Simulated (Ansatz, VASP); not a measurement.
Two plane-wave programs on SnSe

```
Sn Se
1.0
    11.43391    0.00000    0.00000
     0.00000    4.03980    0.00000
     0.00000    0.00000    4.60386
Sn Se
4 4
Direct
  0.11607 0.25000 0.11910
  0.38393 0.75000 0.61910
  0.61607 0.25000 0.38090
  0.88393 0.75000 0.88090
  0.35377 0.25000 0.01729
  0.14623 0.75000 0.51729
  0.85377 0.25000 0.48271
  0.64623 0.75000 0.98271
```

Alike in both runs: functional r2SCAN; k mesh 4 × 8 × 6; occupations fermi-dirac, width 0.02 eV; no spin polarisation.

Ansatz relaxed the structure, and its values are those at the end. VASP's run is a single point on that final structure, the one shown.

|  | VASP | Ansatz |
| --- | --- | --- |
| version | VASP 6.6.1 | Ansatz 0.2.0 |
| potentials or method | VASP PAW PBE potentials, release 64 (Sn_d, Se), cutoff 520 eV | PAW plane waves |
| valence electrons in the cell | 80 | 120 |

Ansatz gave:

* gap on the k mesh at the Fermi level (eV): 0.86
* pressure (GPa): 2.0
* rms of the force components (eV/Å): 0.002

**Question.** Estimate VASP's values.

**Answer.** gap on the k mesh at the Fermi level (eV): 0.86; pressure (GPa): 2.0; rms of the force components (eV/Å): 0.010.

VASP's potentials were made for PBE, not for r2SCAN. With one functional, cell and mesh, what is left measures potentials, basis and numerics. VASP's potentials hold 80 valence electrons a cell and Ansatz's 120, so a difference there can come from the potentials and not from the codes. Ansatz's warnings: stress scf threshold loose.
